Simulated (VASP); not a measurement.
Write the native input for VASP 6.6.1 that does the following.

```yaml
Task: single point
Functional: LDA
Potentials_or_basis: VASP PAW LDA potentials, release 64 (Hg_sv_GW)
Cutoff: 550 eV
k_mesh: 7 × 7 × 7
Occupations: fermi-dirac, width 0.01 eV
Spin: no spin polarisation
Dipole_correction: no
Further_INCAR_settings: ALGO = Normal; EDIFF = 1e-06; NBANDS = 16
```

The structure of Hg lies in POSCAR:

```
Hg
1.0
    3.4800000000      0.0000000000      0.0000000000
    0.0000000000      3.4800000000      0.0000000000
    0.0000000000      0.0000000000      3.4800000000
Hg
1
Direct
    0.0000000000      0.0000000000      0.0000000000
```

These files were run (other wordings do the same):

INCAR

```
ALGO = Normal ; EDIFF = 1E-6
ENCUT = 550 ; GGA_COMPAT = F
ISIF = 2 ; ISMEAR = -1
LASPH = T ; LCHARG = T
LELF = T ; LREAL = F
LVHAR = T ; LWAVE = F
NBANDS = 16 ; NELM = 120
PREC = Accurate ; SIGMA = 0.01
```

KPOINTS

```
k-points
0
Gamma
  7 7 7
```

Potentials or basis: VASP PAW LDA potentials, release 64 (Hg_sv_GW).

Command:

```sh
$ cat potpaw_LDA.64/Hg_sv_GW/POTCAR > POTCAR
$ mpirun -np 1 vasp_std > vasp.out
```

It gave:

```json
{
  "Pressure": "-3.5 GPa",
  "Band gap on the k mesh": "zero (bands 10 and 11 overlap by 0.03 eV)"
}
```

Caveat: the cell stands under tension; spin-orbit coupling is left out, which moves the levels of the heavy elements.

Run time: 8.4 s on 1 thread of Intel(R) Xeon(R) Platinum 8488C (Sapphire Rapids), with other jobs on the host, peak memory 0.15 GiB.
